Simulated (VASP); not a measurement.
# TlV in VASP: single point with PBE

Aim: the single point of TlV with PBE.

All numbers are computed with VASP 6.6.1; they aren't measurements. Logs are shortened: lines on timing, memory, paths and dates and some standing lists are left out, and cuts for length are marked.

## (1) The cell of the first run

The typed cell holds 4 atoms: a = 4.188 Å, b = 4.188 Å, c = 4.216 Å, α = 90.00°, β = 90.00°, γ = 90.00°.

## (2) Single point, PBE

Input file INCAR:

```
  PREC = Accurate
  ENCUT = 520
  EDIFF = 1E-6
  ISMEAR = 0
  SIGMA = 0.1
  LREAL = False
  LASPH = True
  NELM = 60
  ALGO = Normal
  ISIF = 2
  LWAVE = False
  LCHARG = False
  GGA = PE
  NBANDS = 34
```

Input file KPOINTS:

```
Automatic mesh
0
Gamma
  4 4 4
```

Input file POSCAR:

```
TlV
1.0
    4.1878448068      0.0000000000      0.0000000000
    0.0000000000      4.1878448068      0.0000000000
    0.0000000000      0.0000000000      4.2163138831
V Tl
2 2
Direct
    0.0000000000      0.0000000000      0.0000000000
    0.5000000000      0.5000000000      0.0000000000
    0.0000000000      0.5000000000      0.4999659997
    0.5000000000      0.0000000000      0.5000340003
```

Potentials or basis: VASP PAW PBE potentials, release 64 (V_sv, Tl_d).

The run is started by

```
> cat potpaw_PBE.64/V_sv/POTCAR potpaw_PBE.64/Tl_d/POTCAR > POTCAR
> mpirun -np 1 vasp_std > vasp.out
```

OUTCAR:

```text
PREC = Accurate
   ENCUT = 520
   EDIFF = 1E-6
   ISMEAR = 0
   LREAL = False
   LASPH = True
   NELM = 60
   ISIF = 2
   GGA = PE

 ion  position               nearest neighbor table
   1  0.000  0.000  0.000-   3 2.97   4 2.97   3 2.97   4 2.97   4 2.97   3 2.97   4 2.97   3 2.97

   2  0.500  0.500  0.000-   3 2.97   4 2.97   4 2.97   3 2.97   4 2.97   4 2.97   3 2.97   3 2.97

   3  0.000  0.500  0.500-   4 2.96   4 2.96   4 2.96   4 2.96   2 2.97   2 2.97   1 2.97   1 2.97
                             2 2.97   1 2.97   2 2.97   1 2.97
   4  0.500  0.000  0.500-   3 2.96   3 2.96   3 2.96   3 2.96   2 2.97   1 2.97   1 2.97   2 2.97
                             1 2.97   2 2.97   1 2.97   2 2.97

  LATTYP: Found a simple tetragonal cell.
 ALAT       =     4.1878448068
 C/A-ratio  =     1.0067980256

  Lattice vectors:

 A1 = (   4.1878448068,   0.0000000000,   0.0000000000)
 A2 = (   0.0000000000,   4.1878448068,   0.0000000000)
 A3 = (   0.0000000000,   0.0000000000,   4.2163138831)

Analysis of symmetry for initial positions (statically):
=====================================================================
 Subroutine PRICEL returns:
 Original cell was already a primitive cell.

 Routine SETGRP: Setting up the symmetry group for a
 simple tetragonal supercell.

 Subroutine GETGRP returns: Found 16 space group operations
 (whereof  8 operations were pure point group operations)
 out of a pool of 16 trial point group operations.

The static configuration has the point symmetry D_2d.
 The point group associated with its full space group is D_4h.

Analysis of symmetry for dynamics (positions and initial velocities):
=====================================================================
 Subroutine PRICEL returns:
 Original cell was already a primitive cell.

 Routine SETGRP: Setting up the symmetry group for a
 simple tetragonal supercell.

 Subroutine GETGRP returns: Found 16 space group operations
 (whereof  8 operations were pure point group operations)
 out of a pool of 16 trial point group operations.

The dynamic configuration has the point symmetry D_2d.
 The point group associated with its full space group is D_4h.

 Subroutine INISYM returns: Found 16 space group operations
 (whereof  8 operations are pure point group operations),
 and found     1 'primitive' translations

[... 89 lines left out ...]
   ENCUT  =  520.0 eV  38.22 Ry    6.18 a.u.   7.79  7.79  7.84*2*pi/ulx,y,z
   NELM   =     60;   NELMIN=  2; NELMDL= -5     # of ELM steps
   EDIFF  = 0.1E-05   stopping-criterion for ELM
   LREAL  =      F    real-space projection
   EDIFFG = 0.1E-04   stopping-criterion for IOM
   NSW    =      0    number of steps for IOM
   IBRION =     -1    ionic relax: 0-MD 1-quasi-New 2-CG
   NFREE  =      0    steps in history (QN), initial steepest desc. (CG)
   ISIF   =      2    stress and relaxation
   ISYM   =      2    0-nonsym 1-usesym 2-fastsym
   POTIM  = 0.5000    time-step for ionic-motion
   TEBEG  =    0.0;   TEEND  =   0.0 temperature during run
   PSTRESS=    0.0 pullay stress
   NELECT =      52.0000    total number of electrons
   NUPDOWN=      -1.0000    fix difference up-down
   EMIN   =  10.00;   EMAX   =-10.00  energy-range for DOS
   EFERMI =   0.00;   METHOD = LEGACY
   ISMEAR =     0;   SIGMA  =   0.10  broadening in eV -4-tet -1-fermi 0-gaus
   EFERMI_NEDOS =   21; number of points for ismear=-14 and -15
   IALGO  =     38    algorithm
   IMIX   =      4    mixing-type and parameters
     AMIX     =   0.40;   BMIX     =  1.00
     AMIX_MAG =   1.60;   BMIX_MAG =  1.00
  volume/ion in A,a.u.               =      18.49       124.75
  Fermi-wavevector in a.u.,A,eV,Ry     =   1.455810  2.751081 28.835937  2.119382
  Thomas-Fermi vector in A             =   2.572801
   LORBIT       =      0    0 simple, 1 ext, 2 COOP (PROOUT), +10 PAW based schemes
   GGA     = PE    functional components
   LHFCALC =     F    Hartree Fock is set to
   AEXX    =    0.0000 exact exchange contribution
   IVDW    =     0    specifies the selected vdW correction
   LEPSILON=     F    determine dielectric tensor
   LRPA    =     F    only Hartree local field effects (RPA)
 non-spin polarized calculation
 Gauss-broadening in eV      SIGMA  =   0.10
  energy-cutoff  :      520.00
  volume of cell :       73.95
 maximum number of plane-waves:      2004
 NGX is ok and might be reduce to    32
   NGX = 15   NGY = 15   NGZ = 15

 number of electron      52.0000022 magnetization

 Free energy of the ion-electron system (eV)
  ---------------------------------------------------
  ext. energy  EPLUGINS =         0.00000000
  ---------------------------------------------------
  free energy    TOTEN  =       -19.71266496 eV

  energy without entropy =      -19.68103353  energy(sigma->0) =      -19.69684925

 E-fermi :   9.5875     XC(G=0): -11.9150

 val. band max:        9.5845014697   @ k =   0.2500   0.0000   0.2500
 cond. band min:       9.5933214666   @ k =   0.2500   0.2500   0.5000
 fundamental gap:      0.0088199969
 Fermi energy:         9.5874517665

 k-point     1 :       0.0000    0.0000    0.0000
  band No.  band energies     occupation
      1     -54.8663      2.00000
      2     -54.8315      2.00000
      3     -28.7853      2.00000
      4     -28.7515      2.00000
      5     -28.7515      2.00000
      6     -28.7475      2.00000
[... 655 lines left out ...]
     33      11.2774      0.00000
     34      11.2774      0.00000

------------------------ aborting loop because EDIFF is reached ----------------------------------------

  FORCE on cell =-STRESS in cart. coord.  units (eV):
  Direction    XX          YY          ZZ          XY          YZ          ZX
  --------------------------------------------------------------------------------------
  -------------------------------------------------------------------------------------
  Total        0.0220428      0.0220428     -0.0516502      0.0000000      0.0000000      0.0000000
  in kB        0.4775983      0.4775983     -1.1190997      0.0000000      0.0000000      0.0000000
  external PRESSURE =      -0.0546344 kB  Pullay stress =       0.0000000 kB

 VOLUME and BASIS-vectors are now :
 -----------------------------------------------------------------------------
  energy-cutoff  :      520.00
  volume of cell :       73.95
      direct lattice vectors                 reciprocal lattice vectors
     4.187844807  0.000000000  0.000000000     0.238786308  0.000000000  0.000000000
     0.000000000  4.187844807  0.000000000     0.000000000  0.238786308  0.000000000
     0.000000000  0.000000000  4.216313883     0.000000000  0.000000000  0.237173993

 POSITION                                       TOTAL-FORCE (eV/Angst)
 -----------------------------------------------------------------------------------
      0.00000      0.00000      0.00000         0.000000      0.000000      0.000000
      2.09392      2.09392      0.00000         0.000000     -0.000000      0.000000
      0.00000      2.09392      2.10801        -0.000000      0.000000      0.000667
      2.09392      0.00000      2.10830         0.000000      0.000000     -0.000667
 -----------------------------------------------------------------------------------
    total drift:                                0.000000     -0.000000      0.000000

  FREE ENERGIE OF THE ION-ELECTRON SYSTEM (eV)
  ---------------------------------------------------
  free  energy   TOTEN  =       -19.7126649649 eV

  energy  without entropy=      -19.6810335267  energy(sigma->0) =      -19.69684925
```

stdout:

```text
POSCAR found type information on POSCAR V Tl
 POSCAR found :  2 types and       4 ions
 scaLAPACK will be used
 LDA part: xc-table for (Slater+PW92), standard interpolation
 POSCAR, INCAR and KPOINTS ok, starting setup
 FFT: planning ... GRIDC
 FFT: planning ... GRID_SOFT
 FFT: planning ... GRID
 WAVECAR not read
 entering main loop
```

It took 20 s on 1 thread of Intel Xeon 6975P-C (Granite Rapids), shared host; peak memory 0.19 GiB.

What came out:

| Quantity | Value |
| --- | --- |
| Free energy | -19.7127 eV |
| Pressure | 0.0 GPa |
| Band gap on the k mesh | zero (band 26 reaches 9.86 eV, above the bottom of band 27 at 9.44 eV) |

Levels at points of the mesh, in eV from the Fermi level:
```csv
k point,band 22,band 23,band 24,band 25,band 26,band 27,band 28,band 29,band 30,band 31
"(0.00, 0.00, 0.00)",-1.26,-1.14,-1.14,-0.98,-0.13,-0.13,0.11,0.87,0.87,1.45
"(0.50, 0.00, 0.00)",-1.17,-0.91,-0.91,-0.67,-0.67,0.30,0.30,0.30,0.30,3.32
"(0.50, 0.50, 0.00)",-5.02,-2.06,-2.06,-1.11,-1.11,0.37,0.37,0.83,0.83,2.31
"(0.00, 0.00, 0.50)",-2.61,-2.61,-1.38,-1.36,-0.43,0.39,0.39,0.48,1.43,2.04
"(0.50, 0.00, 0.50)",-3.37,-0.81,-0.81,-0.23,-0.23,0.22,0.22,0.71,0.71,0.88
"(0.50, 0.50, 0.50)",-3.47,-1.96,-1.96,-1.26,-1.26,0.59,0.59,0.61,0.61,0.93
```

Caveat: the k points lie up to 0.38 Å⁻¹ apart; spin-orbit coupling is left out, which moves the levels of the heavy elements.
